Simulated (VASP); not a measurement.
Set up this calculation in VASP 6.6.1, as the native input.

| Quantity | Value |
| --- | --- |
| Task | electric field gradients |
| Functional | LDA |
| Potentials or basis | VASP PAW LDA potentials, release 64 (Al, N) |
| Cutoff | 520 eV |
| k mesh | 10 × 10 × 10 |
| Occupations | fermi-dirac, width 0.02 eV |
| Spin | no spin polarisation |
| Dipole correction | no |
| Further INCAR settings | ALGO = Normal; EDIFF = 1e-08; NBANDS = 11 |

The structure of AlN lies in POSCAR:

```
AlN
1.0
    0.0000000000      1.9780000000      2.0175600000
    1.9780000000      0.0000000000      2.0175600000
    1.9780000000      1.9780000000      0.0000000000
Al N
1 1
Direct
    0.0000000000      0.0000000000      0.0000000000
    0.5000000000      0.5000000000      0.5000000000
```

This cell differs from its parent crystal: zz strain of +2 %.

The input as run:

INCAR

```
ALGO = Normal
EDIFF = 1E-8
ENCUT = 520
GGA_COMPAT = False
ISIF = 2
ISMEAR = -1
LASPH = True
LCHARG = False
LEFG = True
LREAL = False
LWAVE = False
NBANDS = 11
NELM = 120
PREC = Accurate
SIGMA = 0.02
```

KPOINTS

```
k-points
0
Gamma
  10 10 10
```

Potentials or basis: VASP PAW LDA potentials, release 64 (Al, N).

The run is started by

```sh
$ cat potpaw_LDA.64/Al/POTCAR potpaw_LDA.64/N/POTCAR > POTCAR
$ mpirun -np 1 vasp_std > vasp.out
```

Results of the run:

| Property | Result |
| --- | --- |
| Pressure | 7.2 GPa |
| Band gap on the k mesh | 4.75 eV (least direct gap 6.35 eV) |
| Largest electric field gradient by atom | Al +8.0; N +2.7 V/Å² |

Caveat: the cell differs from its parent crystal (zz strain of +2 %); the cell stands under pressure; without QUAD_EFG the Cq values of the log hold for a quadrupole moment of 1 mb, not for the nuclei.

Run time: 27 s on 1 thread of AMD EPYC 7R13, with other jobs on the host, peak memory 0.1 GiB.
